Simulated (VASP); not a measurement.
Runs of VASP 6.6.1 on Zr. The structure is that of space group P6_3/mmc (No. 194), or close to it. The cells are those of the table. 

```tsv
cell	further INCAR settings	gap on the mesh (eV)	pressure (GPa)	largest force (eV/Å)
a = 3.103, b = 3.200, c = 5.147 Å, angles 90.0, 90.0, 119.0°, 2 atoms	ALGO = Fast; EDIFF = 1e-07; NBANDS = 19	none	4.5	0.07
a = 3.167, b = 3.216, c = 5.147 Å, angles 90.0, 90.0, 119.5°, 2 atoms	ALGO = Fast; EDIFF = 1e-06; NBANDS = 19	none	2.4	0.03
a = 3.264, b = 3.240, c = 5.147 Å, angles 90.0, 90.0, 120.2°, 2 atoms	ALGO = Fast; EDIFF = 1e-06; NBANDS = 19	none	(a)	0.02
a = 3.329, b = 3.257, c = 5.147 Å, angles 90.0, 90.0, 120.7°, 2 atoms	ALGO = Fast; EDIFF = 1e-06; NBANDS = 19	none	-2.1	0.06
```

Alike in all rows: task single point; level PBE; potentials or basis VASP PAW PBE potentials, release 64 (Zr_sv); no spin polarisation; k mesh 18 × 18 × 10; cutoff (eV) 520; smearing gaussian 0.15 eV.

Q: Estimate the missing entries.

A: (a) -0.4.

Caveats: the cell stands under pressure (at least some runs).

A k mesh can miss the band edges, and the runs leave out spin-orbit coupling on Zr.

A gap of «none» marks levels without a gap at the run's occupations.
